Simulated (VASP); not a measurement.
A run of VASP 6.6.1 is set up as follows.

POSCAR

```
FeO
1.0
    1.5486092669      0.8940899771      2.5689933065
   -1.5486092669      0.8940899771      2.5689933065
    0.0000000000     -1.7881799543      2.5689933065
Fe O
1 1
Direct
    0.0000000000      0.0000000000      0.0000000000
    0.5000000000      0.5000000000      0.5000000000
```

File INCAR.step1:

```
  PREC = Accurate
  ENCUT = 520
  EDIFF = 1E-5
  ISMEAR = -1
  SIGMA = 0.05
  LREAL = F
  LASPH = T
  NELM = 150
  ALGO = Normal
  ISIF = 2
  LWAVE = T
  ISPIN = 2
  MAGMOM = 3 0
  LORBIT = 11
  LMAXMIX = 4
  NBANDS = 18
  GGA = PE
  KPAR = 2
```

File INCAR.step2:

```
  PREC = Accurate
  ENCUT = 520
  EDIFF = 1E-7
  ISMEAR = -1
  SIGMA = 0.05
  LREAL = F
  LASPH = T
  NELM = 150
  ALGO = Normal
  ISIF = 2
  LWAVE = F
  LCHARG = T
  ISPIN = 2
  MAGMOM = 3 0
  LORBIT = 11
  LMAXMIX = 4
  GGA = PE
  LHFCALC = T
  HFSCREEN = 0.2079
  PRECFOCK = Normal
  LVHAR = T
  NBANDS = 18
  ISTART = 1
  KPAR = 2
```

File KPOINTS:

```
Automatic mesh
0
Gamma
  6 6 6
```

Potentials or basis: VASP PAW PBE potentials, release 64 (Fe, O).

Run with:

```sh
$ cat potpaw_PBE.64/Fe/POTCAR potpaw_PBE.64/O/POTCAR > POTCAR
$ cp INCAR.step1 INCAR
$ mpirun -np 2 vasp_std > vasp.out
$ cp INCAR.step2 INCAR
$ mpirun -np 2 vasp_std > vasp.out
```

**Question.** Estimate the site moments.

**Answer.** Fe +3.73; O +0.23 μB.

**Question.** Predict the pressure.

**Answer.** -14.4 GPa.

**Question.** Estimate the net moment.

**Answer.** 4.01 μB per cell.

Stress tensor (GPa, compression positive):
```
-13.50   0.00   0.00
  0.00 -13.50   0.00
  0.00   0.00 -16.30
```

Caveat: the k points lie up to 0.41 Å⁻¹ apart, too coarse for converged energies and pressures of a metal; the PAW data sets were made with another functional, which shifts forces and pressure a little; a cell with one magnetic atom can't hold antiferromagnetic order, which such compounds often take.
